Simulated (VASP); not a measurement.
**BaS: single point with PBE**

The system is BaS.

```
Ba S
1.0
     3.83376    0.00000    0.00000
     0.00000    3.83376    0.00000
     0.00000    0.00000    3.83376
Ba S
1 1
Direct
  0.00000 0.00000 0.00000
  0.50000 0.50000 0.50000
```

| Property | Result |
| --- | --- |
| Program | VASP 6.6.1 |
| Task | single point |
| Functional | PBE |
| Potentials or basis | VASP PAW PBE potentials, release 64 (Ba_sv, S) |
| Cutoff | 520 eV |
| k mesh | 6 × 6 × 6 |
| Occupations | gaussian, width 0.01 eV |
| Spin | no spin polarisation |
| Dipole correction | no |
| Further INCAR settings | ALGO = Normal; EDIFF = 1e-07; NBANDS = 15 |

- Pressure: 1.2 GPa
- Band gap on the k mesh: 1.44 eV (least direct gap 1.55 eV)

Levels at points of the mesh, in eV from the valence-band top:
```
           k point  band 4  band 5  band 6  band 7  band 8  band 9  band 10  band 11  band 12  band 13
(0.00, 0.00, 0.00)  -11.95  -11.07   -0.11   -0.11   -0.11    1.44     1.44     3.85     6.55     6.55
(0.50, 0.00, 0.00)  -11.82   -9.85   -2.91   -0.73   -0.73    2.46     6.08     6.50     7.02     7.02
(0.50, 0.50, 0.00)  -11.73  -10.65   -1.37   -1.37    0.00    2.20     3.34     4.33     4.33     8.84
(0.50, 0.50, 0.50)  -12.57  -10.27   -2.78   -2.78   -2.78    7.33     7.33     7.33     7.78     7.78
```

It took 9.6 s on 1 thread of Intel(R) Xeon(R) 6975P-C (Granite Rapids), on a shared host, peak memory 0.17 GiB.

Caveat: the structure was generated, so it needn't be the stable form of BaS; spin-orbit coupling is left out, which moves the levels of the heavy elements. A k mesh can miss the band edges.
